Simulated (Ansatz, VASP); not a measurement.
# BaS in VASP and in Ansatz

File INCAR:

```
SYSTEM = BaS
ALGO = Normal ; EDIFF = 1E-7
ENCUT = 520 ; GGA = PS
GGA_COMPAT = .FALSE. ; ISIF = 2
ISMEAR = 0 ; LASPH = .TRUE.
LCHARG = .FALSE. ; LORBIT = 11
LORBMOM = .TRUE. ; LREAL = .FALSE.
LSORBIT = .TRUE. ; LWAVE = .FALSE.
MAGMOM = 0 0 0 0 0 0 ; NBANDS = 28
NELM = 150 ; PREC = Accurate
SIGMA = 0.01
```

The input KPOINTS:

```
k-points
0
G
  8 8 8
  0 0 0
```

The input POSCAR:

```
BaS
1.0
    0.0000000000      3.1504651173      3.1504651173
    3.1504651173      0.0000000000      3.1504651173
    3.1504651173      3.1504651173      0.0000000000
Ba S
1 1
Direct
    0.0000000000      0.0000000000      0.0000000000
    0.5000000000      0.5000000000      0.5000000000
```

Input for Ansatz:

```yaml
crystal:
  lattice:
    - [0.0, 3.15046511731, 3.15046511731]
    - [3.15046511731, 0.0, 3.15046511731]
    - [3.15046511731, 3.15046511731, 0.0]
  atoms:
    - { symbol: Ba, position: [0.0, 0.0, 0.0] }
    - { symbol: S, position: [0.5, 0.5, 0.5] }
kpoints:
  mp_grid: { grid: [8, 8, 8] }
scf:
  occupations: { method: fixed }
  convergence: { dr2_threshold: 1.0e-10 }
hamiltonian:
  xc: pbesol
  pseudopotentials: { kind: all_electron, lapw: { basis_error: 0.0005 } }
magnetization:
  noncollinear: true
  spin_orbit: true
output:
  forces: true
  stress: true
  eigenstates:
    kpoints:
      - [0.0, 0.0, 0.0]
      - [0.0, -0.5, -0.5]
      - [-0.5, 0.0, -0.5]
      - [-0.5, -0.5, 0.0]
      - [-0.5, 0.0, 0.0]
      - [0.0, -0.5, 0.0]
      - [0.0, 0.0, -0.5]
      - [-0.5, -0.5, -0.5]
  eigenvalues: true
```

Alike in both runs: task single point; functional PBEsol; k mesh 8 × 8 × 8; non-collinear spin, spin-orbit coupling.

|  | VASP | Ansatz |
| --- | --- | --- |
| version | VASP 6.6.1 | Ansatz 0.2.0 |
| potentials or method | VASP PAW PBE potentials, release 64 (Ba_sv, S), cutoff 520 eV | all-electron LAPW |
| occupations | gaussian, width 0.01 eV | fixed |

|  | VASP | Ansatz | Ansatz less VASP |
| --- | --- | --- | --- |
| pressure (GPa) | 1.4 | 0.7 | -0.72 |

VASP's potentials were made for PBE, not for PBEsol. Ansatz ran all-electron here, and VASP with PAW potentials.
